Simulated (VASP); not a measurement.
# Si (P1) in VASP: single point with PBE

Aim: the single point of Si with PBE.

Everything below comes from runs of VASP 6.6.1. Logs are shortened: lines on timing, memory, paths and dates and some standing lists are left out, and cuts for length are marked.

## 1. The cell of the first run

The typed cell holds 8 atoms: a = 5.431 Å, b = 5.431 Å, c = 5.431 Å, α = 90.00°, β = 90.00°, γ = 90.00°.

## 2. Single point, PBE, collinear spin

File INCAR:

```
  ALGO = Normal
  EDIFF = 1E-6
  ENCUT = 500
  GGA = PE
  GGA_COMPAT = F
  ISIF = 2
  ISMEAR = 0
  ISPIN = 2
  ISYM = 0
  LASPH = T
  LCHARG = F
  LORBIT = 11
  LREAL = F
  LWAVE = F
  MAGMOM = 0.125 0.125 0.125 0.125 0.125 0.125 0.125 0.125
  NBANDS = 30
  NELECT = 33.0
  NELM = 200
  NUPDOWN = 1.0
  PREC = Accurate
  SIGMA = 0.01
```

File KPOINTS:

```
k-points
0
Gamma
  1 1 1
```

File POSCAR:

```
Si
1.0
    5.4310000000      0.0000000000      0.0000000000
    0.0000000000      5.4310000000      0.0000000000
    0.0000000000      0.0000000000      5.4310000000
Si
8
Direct
    0.0021500000      0.0023600000     -0.0053000000
    0.0047700000      0.4947400000      0.5022400000
    0.4966200000     -0.0010100000      0.5047200000
    0.4961000000      0.5055200000     -0.0034500000
    0.2543800000      0.2495800000      0.2461700000
    0.2527700000      0.7445900000      0.7544400000
    0.7449000000      0.2518100000      0.7526900000
    0.7485500000      0.7549400000      0.2448700000
```

Potentials or basis: VASP PAW PBE potentials, release 64 (Si).

On the command line:

```bash
> cat potpaw_PBE.64/Si/POTCAR > POTCAR
> mpirun -np 1 vasp_gam > vasp.out
```

OUTCAR:

```text
EDIFF = 1E-6
   ENCUT = 500
   GGA = PE
   ISIF = 2
   ISMEAR = 0
   ISPIN = 2
   ISYM = 0
   LASPH = T
   LORBIT = 11
   LREAL = F
   NELECT = 33.0
   NELM = 200
   NUPDOWN = 1.0
   PREC = Accurate

 ion  position               nearest neighbor table
   1  0.002  0.002  0.995-   7 2.35   6 2.35   5 2.35   8 2.36
   2  0.005  0.495  0.502-   6 2.35   5 2.35   7 2.36   8 2.43
   3  0.497  0.999  0.505-   6 2.35   7 2.35   5 2.36   8 2.37
   4  0.496  0.506  0.997-   6 2.27   7 2.34   5 2.34   8 2.35
   5  0.254  0.250  0.246-   4 2.34   1 2.35   2 2.35   3 2.36
   6  0.253  0.745  0.754-   4 2.27   3 2.35   1 2.35   2 2.35
   7  0.745  0.252  0.753-   4 2.34   1 2.35   3 2.35   2 2.36
   8  0.749  0.755  0.245-   4 2.35   1 2.36   3 2.37   2 2.43

IMPORTANT INFORMATION: All symmetrisations will be switched off!
NOSYMM: (Re-)initialisation of all symmetry stuff for point group C_1.

----------------------------------------------------------------------------------------

                                     Primitive cell

  volume of cell :     160.1915

  direct lattice vectors                    reciprocal lattice vectors
     5.431000000  0.000000000  0.000000000     0.184128153  0.000000000  0.000000000
     0.000000000  5.431000000  0.000000000     0.000000000  0.184128153  0.000000000
     0.000000000  0.000000000  5.431000000     0.000000000  0.000000000  0.184128153

  length of vectors
     5.431000000  5.431000000  5.431000000     0.184128153  0.184128153  0.184128153

  position of ions in fractional coordinates (direct lattice)
     0.002150000  0.002360000  0.994700000
     0.004770000  0.494740000  0.502240000
     0.496620000  0.998990000  0.504720000
     0.496100000  0.505520000  0.996550000
     0.254380000  0.249580000  0.246170000
     0.252770000  0.744590000  0.754440000
     0.744900000  0.251810000  0.752690000
     0.748550000  0.754940000  0.244870000

  ion indices of the primitive-cell ions
   primitive index   ion index
                 1           1
                 2           2
                 3           3
                 4           4
                 5           5
                 6           6
                 7           7
                 8           8

----------------------------------------------------------------------------------------

 KPOINTS: k-points

Automatic generation of k-mesh.
 Grid dimensions read from file:
 generate k-points for:    1    1    1

 Generating k-lattice:

  Cartesian coordinates                     Fractional coordinates (reciprocal lattice)
     0.184128153  0.000000000  0.000000000     1.000000000  0.000000000  0.000000000
     0.000000000  0.184128153  0.000000000     0.000000000  1.000000000  0.000000000
     0.000000000  0.000000000  0.184128153     0.000000000  0.000000000  1.000000000

  Length of vectors
     0.184128153  0.184128153  0.184128153

  Shift w.r.t. Gamma in fractional coordinates (k-lattice)
     0.000000000  0.000000000  0.000000000

 Subroutine IBZKPT returns following result:
 ===========================================

 Found      1 irreducible k-points:

 Following reciprocal coordinates:
            Coordinates               Weight
  0.000000  0.000000  0.000000      1.000000
   k-points           NKPTS =      1   k-points in BZ     NKDIM =      1   number of bands    NBANDS=     30
   number of dos      NEDOS =    301   number of ions     NIONS =      8
   total plane-waves  NPLWV =  64000
   dimension x,y,z NGX =    40 NGY =   40 NGZ =   40
   dimension x,y,z NGXF=    80 NGYF=   80 NGZF=   80
   ions per type =               8
   NGX,Y,Z   is equivalent  to a cutoff of  12.24, 12.24, 12.24 a.u.
   NGXF,Y,Z  is equivalent  to a cutoff of  24.49, 24.49, 24.49 a.u.
 SYSTEM =  unknown system
   PREC   = accura    normal or accurate (medium, high low for compatibility)
   ISTART =      0    job   : 0-new  1-cont  2-samecut
   ICHARG =      2    charge: 1-file 2-atom 10-const
   ISPIN  =      2    spin polarized calculation?
   LNONCOLLINEAR =      F non collinear calculations
   LSORBIT =      F    spin-orbit coupling
   LASPH  =      T    aspherical Exc in radial PAW
   ENCUT  =  500.0 eV  36.75 Ry    6.06 a.u.   9.90  9.90  9.90*2*pi/ulx,y,z
   NELM   =    200;   NELMIN=  2; NELMDL= -5     # of ELM steps
   EDIFF  = 0.1E-05   stopping-criterion for ELM
   LREAL  =      F    real-space projection
   EDIFFG = 0.1E-04   stopping-criterion for IOM
   NSW    =      0    number of steps for IOM
   IBRION =     -1    ionic relax: 0-MD 1-quasi-New 2-CG
   NFREE  =      0    steps in history (QN), initial steepest desc. (CG)
   ISIF   =      2    stress and relaxation
   ISYM   =      0    0-nonsym 1-usesym 2-fastsym
   POTIM  = 0.5000    time-step for ionic-motion
   TEBEG  =    0.0;   TEEND  =   0.0 temperature during run
   PSTRESS=    0.0 pullay stress
   NELECT =      33.0000    total number of electrons
   NUPDOWN=       1.0000    fix difference up-down
   EMIN   =  10.00;   EMAX   =-10.00  energy-range for DOS
   EFERMI =   0.00;   METHOD = LEGACY
   ISMEAR =     0;   SIGMA  =   0.01  broadening in eV -4-tet -1-fermi 0-gaus
   EFERMI_NEDOS =   21; number of points for ismear=-14 and -15
   IALGO  =     38    algorithm
   IMIX   =      4    mixing-type and parameters
     AMIX     =   0.40;   BMIX     =  1.00
     AMIX_MAG =   1.60;   BMIX_MAG =  1.00
  volume/ion in A,a.u.               =      20.02       135.13
  Fermi-wavevector in a.u.,A,eV,Ry     =   0.966866  1.827112 12.719136  0.934830
  Thomas-Fermi vector in A             =   2.096704
   LORBIT       =     11    0 simple, 1 ext, 2 COOP (PROOUT), +10 PAW based schemes
   GGA     = PE    functional components
   LHFCALC =     F    Hartree Fock is set to
   AEXX    =    0.0000 exact exchange contribution
   IVDW    =     0    specifies the selected vdW correction
   LEPSILON=     F    determine dielectric tensor
   LRPA    =     F    only Hartree local field effects (RPA)
 spin polarized calculation
 Gauss-broadening in eV      SIGMA  =   0.01
  energy-cutoff  :      500.00
  volume of cell :      160.19
 maximum number of plane-waves:      2034
 NGX is ok and might be reduce to    40
   NGX = 19   NGY = 19   NGZ = 19

 number of electron      32.9999999 magnetization       1.0000000

 Free energy of the ion-electron system (eV)
  ---------------------------------------------------
  ext. energy  EPLUGINS =         0.00000000
  ---------------------------------------------------
  free energy    TOTEN  =       -26.78315954 eV

  energy without entropy =      -26.78315954  energy(sigma->0) =      -26.78315954

 E-fermi :   6.1324     XC(G=0):  -9.3900

 val. band max:        6.1173033822   @ k =   0.0000   0.0000   0.0000
 cond. band min:       6.3888342312   @ k =   0.0000   0.0000   0.0000
 fundamental gap:      0.2715308490
 Fermi energy:         6.1930883127

 spin component 1

 k-point     1 :       0.0000    0.0000    0.0000
  band No.  band energies     occupation
      1      -6.0723      1.00000
      2      -1.9700      1.00000
      3      -1.9008      1.00000
      4      -1.8983      1.00000
      5      -1.8719      1.00000
      6      -1.8544      1.00000
      7      -1.7547      1.00000
      8       3.0032      1.00000
      9       3.0136      1.00000
     10       3.0231      1.00000
     11       3.0371      1.00000
     12       3.0575      1.00000
     13       3.1598      1.00000
     14       5.9496      1.00000
     15       5.9571      1.00000
     16       6.0382      1.00000
     17       6.1173      1.00000
     18       6.3888      0.00000
     19       6.4703      0.00000
     20       6.4833      0.00000
     21       6.5521      0.00000
     22       6.6301      0.00000
     23       8.3741      0.00000
     24       8.3852      0.00000
     25       8.3941      0.00000
     26       9.3403      0.00000
     27      13.5168      0.00000
     28      13.5242      0.00000
 Fermi energy:         6.1324142420

 spin component 2

 k-point     1 :       0.0000    0.0000    0.0000
  band No.  band energies     occupation
      1      -5.9541      1.00000
      2      -1.9506      1.00000
      3      -1.8629      1.00000
      4      -1.8216      1.00000
      5      -1.7789      1.00000
      6      -1.7452      1.00000
      7      -1.5677      1.00000
      8       2.9903      1.00000
      9       3.0214      1.00000
     10       3.1625      1.00000
     11       3.1685      1.00000
     12       3.2659      1.00000
     13       3.2795      1.00000
     14       6.0033      1.00000
     15       6.0182      1.00000
     16       6.0849      1.00000
     17       6.5874      0.00000
     18       6.6043      0.00000
     19       6.6092      0.00000
     20       6.6605      0.00000
     21       6.6863      0.00000
     22       6.8883      0.00000
     23       8.5172      0.00000
     24       8.5468      0.00000
     25       8.5656      0.00000
     26       9.4645      0.00000
     27      13.6410      0.00000
     28      13.6488      0.00000
 [bands above 28 left out]

------------------------ aborting loop because EDIFF is reached ----------------------------------------

  FORCE on cell =-STRESS in cart. coord.  units (eV):
  Direction    XX          YY          ZZ          XY          YZ          ZX
  --------------------------------------------------------------------------------------
  -------------------------------------------------------------------------------------
  Total       18.8147266     17.8604480     18.9871423     -1.2533317     -1.6320016      2.4506136
  in kB      188.1781024    178.6337530    189.9025428    -12.5353715    -16.3226909     24.5101530
  external PRESSURE =     185.5714661 kB  Pullay stress =       0.0000000 kB

 VOLUME and BASIS-vectors are now :
 -----------------------------------------------------------------------------
  energy-cutoff  :      500.00
  volume of cell :      160.19
      direct lattice vectors                 reciprocal lattice vectors
     5.431000000  0.000000000  0.000000000     0.184128153  0.000000000  0.000000000
     0.000000000  5.431000000  0.000000000     0.000000000  0.184128153  0.000000000
     0.000000000  0.000000000  5.431000000     0.000000000  0.000000000  0.184128153

 POSITION                                       TOTAL-FORCE (eV/Angst)
 -----------------------------------------------------------------------------------
      0.01168      0.01282      5.40222         0.054489      0.566229     -0.536449
      0.02591      2.68693      2.72767         0.015077     -0.108287      0.019352
      2.69714      5.42551      2.74113        -0.453571      0.307872      0.105016
      2.69432      2.74548      5.41226        -0.064333      0.053699      0.016204
      1.38154      1.35547      1.33695         0.520417     -0.560150     -0.022958
      1.37279      4.04387      4.09736        -0.072370     -0.041553      0.019919
      4.04555      1.36758      4.08786        -0.057600     -0.315901      0.364877
      4.06538      4.10008      1.32989         0.057892      0.098090      0.034040
 -----------------------------------------------------------------------------------
    total drift:                                0.000004     -0.000003     -0.000012

  FREE ENERGIE OF THE ION-ELECTRON SYSTEM (eV)
  ---------------------------------------------------
  free  energy   TOTEN  =       -26.7831595427 eV

  energy  without entropy=      -26.7831595427  energy(sigma->0) =      -26.78315954

 total charge

# of ion       s       p       d       tot
------------------------------------------
    1        0.688   1.042   0.000   1.729
    2        0.713   1.028   0.000   1.741
    3        0.686   1.044   0.000   1.730
    4        0.685   1.050   0.000   1.735
    5        0.690   1.041   0.000   1.731
    6        0.686   1.048   0.000   1.734
    7        0.686   1.045   0.000   1.731
    8        0.719   1.025   0.000   1.744
--------------------------------------------------
tot          5.552   8.324   0.000  13.875

 magnetization (x)

# of ion       s       p       d       tot
------------------------------------------
    1        0.006   0.006   0.000   0.012
    2        0.039   0.021   0.000   0.061
    3        0.007   0.024   0.000   0.031
    4       -0.003  -0.044   0.000  -0.047
    5        0.009   0.009   0.000   0.018
    6       -0.003  -0.050   0.000  -0.053
    7        0.006   0.021   0.000   0.027
    8        0.046   0.021   0.000   0.067
--------------------------------------------------
tot          0.108   0.008   0.000   0.115
```

Wall time 63 s (1 thread of AMD EPYC, shared host); peak memory 0.23 GiB.

Results:

```yaml
Free_energy: -26.7832 eV
Largest_force: 0.782 eV/Å
Net_moment: 1.00 μB per cell
Site_moments: Si +0.01, +0.06, +0.03, -0.05, +0.02, +0.07 (each value once) μB
Valence_electrons_inside_the_program's_atomic_spheres: Si 1.73, 1.74 (each value once)
```

Forces in eV/Å, atoms in the order of the input:
```
Si   0.054  0.566 -0.536
Si   0.015 -0.108  0.019
Si  -0.454  0.308  0.105
Si  -0.064  0.054  0.016
Si   0.520 -0.560 -0.023
Si  -0.072 -0.042  0.020
Si  -0.058 -0.316  0.365
Si   0.058  0.098  0.034
```

Caveat: the k points lie up to 1.16 Å⁻¹ apart; the cell carries a net charge on a neutralising background, which shifts energy and pressure; the cell is charged against a uniform background, so pressure and absolute levels hang on convention; the total moment is fixed, so each spin has its own Fermi level.
